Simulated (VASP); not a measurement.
Hf: single point with PBE

Hf:

```
Hf
1.0
     2.92371    0.00000    0.00000
     0.00000    2.92371    0.00000
     0.00000    0.00000    2.92371
Hf
1
Cartesian
  0.0000 0.0000 0.0000
```

| Item | Value |
| --- | --- |
| Program | VASP 6.6.1 |
| Task | single point |
| Functional | PBE |
| Potentials or basis | VASP PAW PBE potentials, release 64 (Hf_pv) |
| Cutoff | 520 eV |
| k mesh | 11 × 11 × 11 |
| Occupations | fermi-dirac, width 0.136057 eV |
| Spin | no spin polarisation |
| Dipole correction | no |
| Further INCAR settings | ALGO = Normal; EDIFF = 1e-07; NBANDS = 11 |

```json
{
  "Pressure": "-0.6 GPa",
  "Band gap on the k mesh": "zero (band 5 reaches 4.62 eV, above the bottom of band 6 at 2.36 eV)"
}
```

Levels at points of the mesh, in eV from the Fermi level:
| k point | band 2 | band 3 | band 4 | band 5 | band 6 | band 7 | band 8 | band 9 |
| --- | --- | --- | --- | --- | --- | --- | --- | --- |
| (0.00, 0.00, 0.00) | -30.01 | -30.01 | -6.45 | -1.39 | -1.39 | 6.40 | 6.40 | 6.40 |

Wall time 4.5 s on 1 thread of Intel(R) Xeon(R) 6975P-C (Granite Rapids), with other jobs on the host, peak memory 0.14 GiB.

Caveat: spin-orbit coupling is left out, which moves the levels of the heavy elements.
